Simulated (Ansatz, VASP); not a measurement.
# One calculation of Be6S, two programs

The input INCAR:

```
ALGO = Normal ; EDIFF = 1E-6
EDIFFG = -0.08 ; ENCUT = 600
GGA = PE ; IBRION = 2
ISIF = 3 ; ISMEAR = 0
LASPH = True ; LCHARG = False
LREAL = False ; LWAVE = False
NELM = 60 ; NSW = 36
PREC = Accurate ; SIGMA = 0.2
```

The input KPOINTS:

```
k-points
0
Gamma
  5 5 5
```

The input POSCAR:

```
Be6S
1.0
    2.1666756600      1.2509307800      3.9746948800
   -2.1666756600      1.2509307800      3.9746948800
    0.0000000000     -2.5018615600      3.9746948800
Be S
6 1
Direct
    0.3717887400      0.0843647100      0.7741449600
    0.0843647100      0.7741449600      0.3717887400
    0.2258550400      0.6282112600      0.9156352900
    0.9156352900      0.2258550400      0.6282112600
    0.6282112600      0.9156352900      0.2258550400
    0.7741449600      0.3717887400      0.0843647100
    0.0000000000      0.0000000000      0.0000000000
```

Input for Ansatz:

```yaml
crystal:
  lattice:
    - [2.16667566, 1.25093078, 3.97469488]
    - [-2.16667566, 1.25093078, 3.97469488]
    - [0.0, -2.50186156, 3.97469488]
  atoms:
    - { symbol: Be, position: [0.37178874, 0.08436471, 0.77414496] }
    - { symbol: Be, position: [0.08436471, 0.77414496, 0.37178874] }
    - { symbol: Be, position: [0.22585504, 0.62821126, 0.91563529] }
    - { symbol: Be, position: [0.91563529, 0.22585504, 0.62821126] }
    - { symbol: Be, position: [0.62821126, 0.91563529, 0.22585504] }
    - { symbol: Be, position: [0.77414496, 0.37178874, 0.08436471] }
    - { symbol: S, position: [0.0, 0.0, 0.0] }
basis:
  ecutwfc: 420
kpoints:
  mp_grid: { grid: [5, 5, 5] }
hamiltonian:
  xc: pbe
scf:
  occupations: { method: gaussian, width: 0.2 }
  lower_state_search: "off"
output:
  forces: true
  stress: true
  eigenvalues: true
relax:
  adjacent_minimum: "off"
  f_tol: 0.08
  max_steps: 16
  cell: { stress_tol: 0.8 }
```

Change from the starting cell: species swapped into the TeF6 type (R-3, No. 148).

Alike in both runs: task relaxation of cell and atoms; functional PBE; k mesh 5 × 5 × 5; occupations gaussian, width 0.2 eV; no spin polarisation.

```csv
,VASP,Ansatz
version,VASP 6.6.1,Ansatz 0.2.0
potentials or method,"VASP PAW PBE potentials, release 64 (Be, S), cutoff 600 eV","scalar-relativistic, plane waves, PAW"
valence electrons in the cell,18,18
```

|  | VASP | Ansatz | Ansatz less VASP |
| --- | --- | --- | --- |
| gap on the k mesh at the Fermi level, each at its own relaxed structure (eV) | none | none | - |
| relaxed volume (Å³/atom) | 10.40 | 10.44 | +0.045 |
| relaxed cell length with the largest relative difference (Å) | 6.067 | 6.070 | +0.0035 |

A gap of «none» marks a metal or a gap that the smearing closes.
